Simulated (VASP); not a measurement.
# MnS (Rambergite) (P6_3mc) in VASP: single point with PBE+U

Aim: the single point of MnS (Rambergite) with PBE+U.

Everything below comes from runs of VASP 6.6.1. Logs are shortened: lines on timing, memory, paths and dates and some standing lists are left out, and cuts for length are marked.

## (1) The cell of the first run

It takes space group P6_3mc (No. 186, hexagonal). Conventional cell: a = 3.976 Å, b = 3.976 Å, c = 6.432 Å, α = 90.00°, β = 90.00°, γ = 120.00°. Within 3.2 Å of Mn (site symmetry 3m) lie 4 S at 2.41 to 2.48 Å. Within 3.2 Å of S (site symmetry 3m) lie 4 Mn at 2.41 to 2.48 Å.

## (2) Single point, PBE+U, collinear spin, ferromagnetic start

Contents of INCAR:

```
SYSTEM = MnS
ALGO = Normal
EDIFF = 1E-6
ENCUT = 520
GGA = PE
ISIF = 2
ISMEAR = -1
ISPIN = 2
LASPH = .TRUE.
LCHARG = .TRUE.
LDAU = .TRUE.
LDAUJ = 0 0
LDAUL = 2 -1
LDAUPRINT = 1
LDAUTYPE = 2
LDAUU = 4 0
LELF = .TRUE.
LMAXMIX = 4
LORBIT = 11
LREAL = .FALSE.
LVHAR = .TRUE.
LWAVE = .FALSE.
MAGMOM = 4.5 4.5 0 0
NBANDS = 31
NELM = 150
PREC = Accurate
SIGMA = 0.05
```

Contents of KPOINTS:

```
k-points
0
G
  8 8 5
  0 0 0
```

Contents of POSCAR:

```
MnS
1.0
    3.9760000000      0.0000000000      0.0000000000
   -1.9880000000      3.4433170100      0.0000000000
    0.0000000000      0.0000000000      6.4320000000
Mn S
2 2
Direct
    0.3333333300      0.6666666700      0.0000000000
    0.6666666700      0.3333333300      0.5000000000
    0.3333333300      0.6666666700      0.3850000000
    0.6666666700      0.3333333300      0.8850000000
```

Potentials or basis: VASP PAW PBE potentials, release 64 (Mn_pv, S).

Launch:

```sh
$ cat potpaw_PBE.64/Mn_pv/POTCAR potpaw_PBE.64/S/POTCAR > POTCAR
$ mpirun -np 1 vasp_std > vasp.out
```

OUTCAR:

```text
SYSTEM = MnS
   EDIFF = 1E-6
   ENCUT = 520
   GGA = PE
   ISIF = 2
   ISMEAR = -1
   ISPIN = 2
   LASPH = .TRUE.
   LORBIT = 11
   LREAL = .FALSE.
   NELM = 150
   PREC = Accurate

 ion  position               nearest neighbor table
   1  0.333  0.667  0.000-   4 2.41   4 2.41   4 2.41   3 2.48
   2  0.667  0.333  0.500-   3 2.41   3 2.41   3 2.41   4 2.48
   3  0.333  0.667  0.385-   2 2.41   2 2.41   2 2.41   1 2.48
   4  0.667  0.333  0.885-   1 2.41   1 2.41   1 2.41   2 2.48

  LATTYP: Found a hexagonal cell.
 ALAT       =     3.9760000000
 C/A-ratio  =     1.6177062374

  Lattice vectors:

 A1 = (   3.9760000000,   0.0000000000,   0.0000000000)
 A2 = (  -1.9880000000,   3.4433170100,   0.0000000000)
 A3 = (   0.0000000000,   0.0000000000,   6.4320000000)

Analysis of symmetry for initial positions (statically):
=====================================================================
 Subroutine PRICEL returns:
 Original cell was already a primitive cell.

 Routine SETGRP: Setting up the symmetry group for a
 hexagonal supercell.

 Subroutine GETGRP returns: Found 12 space group operations
 (whereof  6 operations were pure point group operations)
 out of a pool of 24 trial point group operations.

The static configuration has the point symmetry C_3v.
 The point group associated with its full space group is C_6v.

Analysis of symmetry for dynamics (positions and initial velocities):
=====================================================================
 Subroutine PRICEL returns:
 Original cell was already a primitive cell.

 Routine SETGRP: Setting up the symmetry group for a
 hexagonal supercell.

 Subroutine GETGRP returns: Found 12 space group operations
 (whereof  6 operations were pure point group operations)
 out of a pool of 24 trial point group operations.

The dynamic configuration has the point symmetry C_3v.
 The point group associated with its full space group is C_6v.

Analysis of structural, dynamic, and magnetic symmetry:
=====================================================================
 Subroutine PRICEL returns:
 Original cell was already a primitive cell.

 Routine SETGRP: Setting up the symmetry group for a
 hexagonal supercell.

 Subroutine GETGRP returns: Found 12 space group operations
 (whereof  6 operations were pure point group operations)
 out of a pool of 24 trial point group operations.

The overall configuration has the point symmetry C_3v.
 The point group associated with its full space group is C_6v.

 Subroutine INISYM returns: Found 12 space group operations
 (whereof  6 operations are pure point group operations),
 and found     1 'primitive' translations

----------------------------------------------------------------------------------------

                                     Primitive cell

  volume of cell :      88.0581

  direct lattice vectors                    reciprocal lattice vectors
     3.976000000  0.000000000  0.000000000     0.251509054  0.145208820  0.000000000
    -1.988000000  3.443317010  0.000000000     0.000000000  0.290417640  0.000000000
     0.000000000  0.000000000  6.432000000     0.000000000  0.000000000  0.155472637

  length of vectors
     3.976000000  3.976000004  6.432000000     0.290417640  0.290417640  0.155472637

  position of ions in fractional coordinates (direct lattice)
     0.333333330  0.666666670  0.000000000
     0.666666670  0.333333330  0.500000000
     0.333333330  0.666666670  0.385000000
     0.666666670  0.333333330  0.885000000

  ion indices of the primitive-cell ions
   primitive index   ion index
                 1           1
                 2           2
                 3           3
                 4           4

----------------------------------------------------------------------------------------

 KPOINTS: k-points

Automatic generation of k-mesh.
 Grid dimensions read from file:
 generate k-points for:    8    8    5

 Generating k-lattice:
[... 77 lines left out ...]
   ISMEAR =    -1;   SIGMA  =   0.05  broadening in eV -4-tet -1-fermi 0-gaus
   EFERMI_NEDOS =   21; number of points for ismear=-14 and -15
   IALGO  =     38    algorithm
   IMIX   =      4    mixing-type and parameters
     AMIX     =   0.40;   BMIX     =  1.00
     AMIX_MAG =   1.60;   BMIX_MAG =  1.00
  volume/ion in A,a.u.               =      22.01       148.56
  Fermi-wavevector in a.u.,A,eV,Ry     =   1.237123  2.337824 20.823354  1.530473
  Thomas-Fermi vector in A             =   2.371703
   LORBIT       =     11    0 simple, 1 ext, 2 COOP (PROOUT), +10 PAW based schemes
 LDA+U is selected, type is set to LDAUTYPE =  2
   angular momentum for each species LDAUL =     2   -1
   U (eV)           for each species LDAUU =   4.0  0.0
   J (eV)           for each species LDAUJ =   0.0  0.0
   GGA     = PE    functional components
   LHFCALC =     F    Hartree Fock is set to
   AEXX    =    0.0000 exact exchange contribution
   IVDW    =     0    specifies the selected vdW correction
   LEPSILON=     F    determine dielectric tensor
   LRPA    =     F    only Hartree local field effects (RPA)
 spin polarized calculation
  energy-cutoff  :      520.00
  volume of cell :       88.06
 maximum number of plane-waves:      2406
 NGX is ok and might be reduce to    30
   NGX = 15   NGY = 15   NGZ = 23

 number of electron      37.9999996 magnetization      10.0001118

atom =   1  type =  1  l = 2

 onsite density matrix

spin component  1

  0.9377  0.0000  0.0000  0.0026  0.0000
  0.0000  0.9352  0.0000  0.0000  0.0026
  0.0000  0.0000  0.9411  0.0000  0.0000
  0.0026  0.0000  0.0000  0.9352  0.0000
  0.0000  0.0026  0.0000  0.0000  0.9377

spin component  2

  0.0477 -0.0000  0.0000  0.0190 -0.0000
 -0.0000  0.0280  0.0000 -0.0000  0.0190
  0.0000  0.0000  0.0579 -0.0000  0.0000
  0.0190 -0.0000 -0.0000  0.0280  0.0000
 -0.0000  0.0190  0.0000  0.0000  0.0477

 occupancies and eigenvectors

  o =  0.0165  v =  0.0000  0.0000  0.0000  0.0000  0.0000  0.5193 -0.0000 -0.0000 -0.8546  0.0000      0.0000  0.0000  0.0000  0.0000  0.0000  0.0000  0.0000  0.0000  0.0000  0.0000
  o =  0.0165  v =  0.0000  0.0000  0.0000  0.0000  0.0000 -0.0000 -0.8546 -0.0000  0.0000  0.5193      0.0000  0.0000  0.0000  0.0000  0.0000  0.0000  0.0000  0.0000  0.0000  0.0000
  o =  0.0579  v =  0.0000  0.0000  0.0000  0.0000  0.0000  0.0000 -0.0000  1.0000  0.0000 -0.0000      0.0000  0.0000  0.0000  0.0000  0.0000  0.0000  0.0000  0.0000  0.0000  0.0000
  o =  0.0593  v =  0.0000  0.0000  0.0000  0.0000  0.0000  0.8546  0.0000  0.0000  0.5193  0.0000      0.0000  0.0000  0.0000  0.0000  0.0000  0.0000  0.0000  0.0000  0.0000  0.0000
  o =  0.0593  v =  0.0000  0.0000  0.0000  0.0000  0.0000  0.0000 -0.5193 -0.0000  0.0000 -0.8546      0.0000  0.0000  0.0000  0.0000  0.0000  0.0000  0.0000  0.0000  0.0000  0.0000
  o =  0.9336  v = -0.5328  0.0000  0.0000  0.8462  0.0000  0.0000  0.0000  0.0000  0.0000  0.0000      0.0000  0.0000  0.0000  0.0000  0.0000  0.0000  0.0000  0.0000  0.0000  0.0000
  o =  0.9336  v =  0.0000  0.8462  0.0000  0.0000 -0.5328  0.0000  0.0000  0.0000  0.0000  0.0000      0.0000  0.0000  0.0000  0.0000  0.0000  0.0000  0.0000  0.0000  0.0000  0.0000
  o =  0.9394  v = -0.8462 -0.0000 -0.0000 -0.5328 -0.0000  0.0000  0.0000  0.0000  0.0000  0.0000      0.0000  0.0000  0.0000  0.0000  0.0000  0.0000  0.0000  0.0000  0.0000  0.0000
  o =  0.9394  v =  0.0000 -0.5328  0.0000  0.0000 -0.8462  0.0000  0.0000  0.0000  0.0000  0.0000      0.0000  0.0000  0.0000  0.0000  0.0000  0.0000  0.0000  0.0000  0.0000  0.0000
  o =  0.9411  v =  0.0000 -0.0000 -1.0000  0.0000 -0.0000  0.0000  0.0000  0.0000  0.0000  0.0000      0.0000  0.0000  0.0000  0.0000  0.0000  0.0000  0.0000  0.0000  0.0000  0.0000

atom =   2  type =  1  l = 2

 onsite density matrix

spin component  1

  0.9377 -0.0000  0.0000 -0.0026  0.0000
 -0.0000  0.9352 -0.0000  0.0000 -0.0026
  0.0000 -0.0000  0.9411 -0.0000  0.0000
 -0.0026  0.0000 -0.0000  0.9352 -0.0000
  0.0000 -0.0026  0.0000 -0.0000  0.9377

spin component  2

  0.0477  0.0000  0.0000 -0.0190 -0.0000
  0.0000  0.0280 -0.0000 -0.0000 -0.0190
  0.0000 -0.0000  0.0579  0.0000  0.0000
 -0.0190 -0.0000  0.0000  0.0280 -0.0000
 -0.0000 -0.0190  0.0000 -0.0000  0.0477

 occupancies and eigenvectors

  o =  0.0165  v =  0.0000  0.0000  0.0000  0.0000  0.0000 -0.5193 -0.0000  0.0000 -0.8546 -0.0000      0.0000  0.0000  0.0000  0.0000  0.0000  0.0000  0.0000  0.0000  0.0000  0.0000
  o =  0.0165  v =  0.0000  0.0000  0.0000  0.0000  0.0000  0.0000 -0.8546  0.0000  0.0000 -0.5193      0.0000  0.0000  0.0000  0.0000  0.0000  0.0000  0.0000  0.0000  0.0000  0.0000
  o =  0.0579  v =  0.0000  0.0000  0.0000  0.0000  0.0000  0.0000  0.0000  1.0000 -0.0000 -0.0000      0.0000  0.0000  0.0000  0.0000  0.0000  0.0000  0.0000  0.0000  0.0000  0.0000
  o =  0.0593  v =  0.0000  0.0000  0.0000  0.0000  0.0000  0.8546 -0.0000  0.0000 -0.5193  0.0000      0.0000  0.0000  0.0000  0.0000  0.0000  0.0000  0.0000  0.0000  0.0000  0.0000
  o =  0.0593  v =  0.0000  0.0000  0.0000  0.0000  0.0000  0.0000  0.5193 -0.0000 -0.0000 -0.8546      0.0000  0.0000  0.0000  0.0000  0.0000  0.0000  0.0000  0.0000  0.0000  0.0000
  o =  0.9336  v = -0.5328 -0.0000  0.0000 -0.8462 -0.0000  0.0000  0.0000  0.0000  0.0000  0.0000      0.0000  0.0000  0.0000  0.0000  0.0000  0.0000  0.0000  0.0000  0.0000  0.0000
  o =  0.9336  v =  0.0000 -0.8462  0.0000  0.0000 -0.5328  0.0000  0.0000  0.0000  0.0000  0.0000      0.0000  0.0000  0.0000  0.0000  0.0000  0.0000  0.0000  0.0000  0.0000  0.0000
  o =  0.9394  v =  0.8462 -0.0000 -0.0000 -0.5328  0.0000  0.0000  0.0000  0.0000  0.0000  0.0000      0.0000  0.0000  0.0000  0.0000  0.0000  0.0000  0.0000  0.0000  0.0000  0.0000
  o =  0.9394  v = -0.0000 -0.5328 -0.0000  0.0000  0.8462  0.0000  0.0000  0.0000  0.0000  0.0000      0.0000  0.0000  0.0000  0.0000  0.0000  0.0000  0.0000  0.0000  0.0000  0.0000
  o =  0.9411  v =  0.0000 -0.0000  1.0000 -0.0000  0.0000  0.0000  0.0000  0.0000  0.0000  0.0000      0.0000  0.0000  0.0000  0.0000  0.0000  0.0000  0.0000  0.0000  0.0000  0.0000

 number of electron      37.9999996 magnetization       9.9999238

 Free energy of the ion-electron system (eV)
  ---------------------------------------------------
  ext. energy  EPLUGINS =         0.00000000
  ---------------------------------------------------
  free energy    TOTEN  =       -25.86531299 eV

  energy without entropy =      -25.86531298  energy(sigma->0) =      -25.86531299

 E-fermi :   4.9179     XC(G=0):  -9.2646

 val. band max:        4.1972176998   @ k =   0.0000   0.0000   0.0000
 cond. band min:       5.6532219530   @ k =   0.0000   0.0000   0.0000
 fundamental gap:      1.4560042532
 Fermi energy:         4.9178535492

 spin component 1

 k-point     1 :       0.0000    0.0000    0.0000
  band No.  band energies     occupation
      1     -46.3896      1.00000
      2     -46.3864      1.00000
      3     -46.3759      1.00000
      4     -46.3759      1.00000
      5     -46.3754      1.00000
      6     -46.3754      1.00000
[... 1625 lines left out ...]
     30      12.9246      0.00000
     31      13.0175      0.00000

 [... further k-points ...]
[... 5 lines left out ...]
  --------------------------------------------------------------------------------------
  -------------------------------------------------------------------------------------
  Total        3.2745362      3.2745362      1.8304860      0.0000000     -0.0000000      0.0000000
  in kB       59.5786910     59.5786912     33.3048569      0.0000000     -0.0000000      0.0000000
  external PRESSURE =      50.8207464 kB  Pullay stress =       0.0000000 kB

 VOLUME and BASIS-vectors are now :
 -----------------------------------------------------------------------------
  energy-cutoff  :      520.00
  volume of cell :       88.06
      direct lattice vectors                 reciprocal lattice vectors
     3.976000000  0.000000000  0.000000000     0.251509054  0.145208820  0.000000000
    -1.988000000  3.443317010  0.000000000     0.000000000  0.290417640  0.000000000
     0.000000000  0.000000000  6.432000000     0.000000000  0.000000000  0.155472637

 POSITION                                       TOTAL-FORCE (eV/Angst)
 -----------------------------------------------------------------------------------
     -0.00000      2.29554      0.00000        -0.000000      0.000000      0.227868
      1.98800      1.14777      3.21600         0.000000     -0.000000      0.227868
     -0.00000      2.29554      2.47632        -0.000000      0.000000     -0.227868
      1.98800      1.14777      5.69232         0.000000      0.000000     -0.227868
 -----------------------------------------------------------------------------------
    total drift:                               -0.000020      0.000011      0.000379

  FREE ENERGIE OF THE ION-ELECTRON SYSTEM (eV)
  ---------------------------------------------------
  free  energy   TOTEN  =       -25.8653129921 eV

  energy  without entropy=      -25.8653129829  energy(sigma->0) =      -25.86531299

 total charge

# of ion       s       p       d       tot
------------------------------------------
    1        0.264   6.217   4.878  11.359
    2        0.264   6.217   4.878  11.359
    3        1.312   2.491   0.000   3.804
    4        1.312   2.491   0.000   3.804
--------------------------------------------------
tot          3.153  17.416   9.757  30.326

 magnetization (x)

# of ion       s       p       d       tot
------------------------------------------
    1        0.048   0.061   4.467   4.575
    2        0.048   0.061   4.467   4.575
    3        0.007   0.023   0.000   0.030
    4        0.007   0.023   0.000   0.030
--------------------------------------------------
tot          0.109   0.168   8.934   9.211
```

It took 2.7 min on 1 thread of Oxide Virtual Turin-like, shared host; peak memory 0.26 GiB.

Results:

- Free energy: -25.8653 eV
- Pressure: 5.1 GPa
- Largest force: 0.228 eV/Å
- Band gap on the k mesh: 1.46 eV, direct
- Net moment: 10.00 μB per cell
- Site moments: Mn +4.58; S +0.03 μB
- Valence electrons inside the program's atomic spheres: Mn 11.36; S 3.80

Forces on the atoms (eV/Å):
```
Mn   0.000  0.000  0.228
Mn   0.000  0.000  0.228
S    0.000  0.000 -0.228
S    0.000  0.000 -0.228
```

Eigenvalues of the final occupation matrices:
```tsv
site	spin	trace	eigenvalues
site 1 d	1	4.69	0.93 0.93 0.94 0.94 0.94
site 1 d	2	0.21	0.02 0.02 0.06 0.06 0.06
site 2 d	1	4.69	0.93 0.93 0.94 0.94 0.94
site 2 d	2	0.21	0.02 0.02 0.06 0.06 0.06
```

Caveat: only a ferromagnetic start was run, and an antiferromagnetic order may lie lower in energy.
